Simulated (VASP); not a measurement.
Write the native input for VASP 6.6.1 that does the following.

- Task: electric field gradients
- Functional: LDA
- Potentials or basis: VASP PAW LDA potentials, release 64 (Hf_pv, B)
- Cutoff: 520 eV
- k mesh: 15 × 15 × 15
- Occupations: fermi-dirac, width 0.05 eV
- Spin: no spin polarisation
- Dipole correction: no
- Further INCAR settings: ALGO = Normal; EDIFF = 1e-08; NBANDS = 14

The structure of HfB lies in POSCAR:

```
HfB
1.0
    0.0000000000      2.3553056198      2.3553056198
    2.3553056198      0.0000000000      2.3553056198
    2.3553056198      2.3553056198      0.0000000000
Hf B
1 1
Direct
    0.5000000000      0.5000000000      0.5000000000
    0.0000000000      0.0000000000      0.0000000000
```

The input as run:

INCAR

```
PREC = Accurate
ENCUT = 520
EDIFF = 1E-8
ISMEAR = -1
SIGMA = 0.05
LREAL = False
LASPH = True
NELM = 80
ALGO = Normal
ISIF = 2
LWAVE = False
LCHARG = False
LEFG = True
NBANDS = 14
```

KPOINTS

```
regular mesh
0
Gamma
  15 15 15
```

Potentials or basis: VASP PAW LDA potentials, release 64 (Hf_pv, B).

Launch:

```console
$ cat potpaw_LDA.64/Hf_pv/POTCAR potpaw_LDA.64/B/POTCAR > POTCAR
$ mpirun -np 1 vasp_std > vasp.out
```

It gave:

```
Pressure                                : 6.0 GPa
Band gap on the k mesh                  : zero (an odd number of electrons rules out a gap without spin polarisation)
Largest electric field gradient by atom : zero within the noise of the run
```

Caveat: the cell stands under pressure; spin-orbit coupling is left out, which moves the levels of the heavy elements.

It took 41 s on 1 thread of Intel(R) Xeon(R) Platinum 8375C CPU @ 2.90GHz (Ice Lake) (shared host), peak memory 0.17 GiB.
